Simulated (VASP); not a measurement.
Ru:

```
CELL_PARAMETERS angstrom
0.00000 1.89243 1.89243
1.89243 0.00000 1.89243
1.89243 1.89243 0.00000
ATOMIC_POSITIONS crystal
Ru 0.00000 0.00000 0.00000
```

| Item | Value |
| --- | --- |
| Program | VASP 6.6.1 |
| Task | relaxation of cell and atoms |
| Functional | PBE |
| Potentials or basis | VASP PAW PBE potentials, release 64 (Ru_pv) |
| Cutoff | 600 eV |
| k mesh | 14 × 14 × 14 |
| Occupations | fermi-dirac, width 0.1 eV |
| Spin | no spin polarisation |

At the start: pressure 6.8 GPa; volume 13.55 Å³/atom.

How do energy, volume and symmetry change on relaxing?

Over 4 steps the energy falls by 6.0 meV/atom and the volume is 13.85 Å³/atom (+2.2 %); space group Fm-3m (No. 225, to 0.05 Å).

The path:
| step | energy change (eV) | largest force (eV/Å) | pressure (GPa) | volume (Å³) |
| --- | --- | --- | --- | --- |
| 1 | 0.0000 | 0.0000 | 6.83 | 13.55 |
| 2 | 0.0409 | 0.0000 | -16.17 | 14.72 |
| 3 | -0.0060 | 0.0000 | -0.14 | 13.85 |
| 4 | -0.0060 | 0.0000 | -0.07 | 13.85 |

Final structure:
```
Ru
1.0
     0.00000    1.90590    1.90590
     1.90590    0.00000    1.90590
     1.90590    1.90590    0.00000
Ru
1
Direct
  0.00000 0.00000 0.00000
```
